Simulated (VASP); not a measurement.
A run of VASP 6.6.1:

File INCAR:

```
  PREC = Accurate
  ENCUT = 500
  EDIFF = 1E-6
  ISMEAR = 0
  SIGMA = 0.2
  LREAL = False
  LASPH = True
  NELM = 120
  ALGO = Normal
  ISIF = 2
  LWAVE = False
  LCHARG = True
  GGA = PE
  LELF = True
  LVHAR = True
  NBANDS = 26
  GGA_COMPAT = False
```

KPOINTS

```
Automatic mesh
0
Gamma
  4 4 4
```

Contents of POSCAR:

```
CdSe4
1.0
   -3.1906223768      3.1906223768      3.1906223768
    3.1906223768     -3.1906223768      3.1906223768
    3.1906223768      3.1906223768     -3.1906223768
Cd Se
1 4
Direct
    0.0000000000      0.0000000000      0.0000000000
    0.0000000000      0.0000000000      0.5001538760
    0.0000000000      0.5001538760      0.0000000000
    0.5001538760      0.0000000000      0.0000000000
    0.4998461240      0.4998461240      0.4998461240
```

Potentials or basis: VASP PAW PBE potentials, release 64 (Cd, Se).

The run is started by

```bash
$ cat potpaw_PBE.64/Cd/POTCAR potpaw_PBE.64/Se/POTCAR > POTCAR
$ mpirun -np 1 vasp_std > vasp.out
```

Hardware: 1 thread of AMD EPYC 7R13 Processor (Zen 3), with other jobs on the host.

Question: How long does it take, and how much memory?

Answer: It took 27 s on 1 thread of AMD EPYC 7R13 Processor (Zen 3) (shared host), peak memory 0.21 GiB. Counts: scf iterations 13, k points 8.
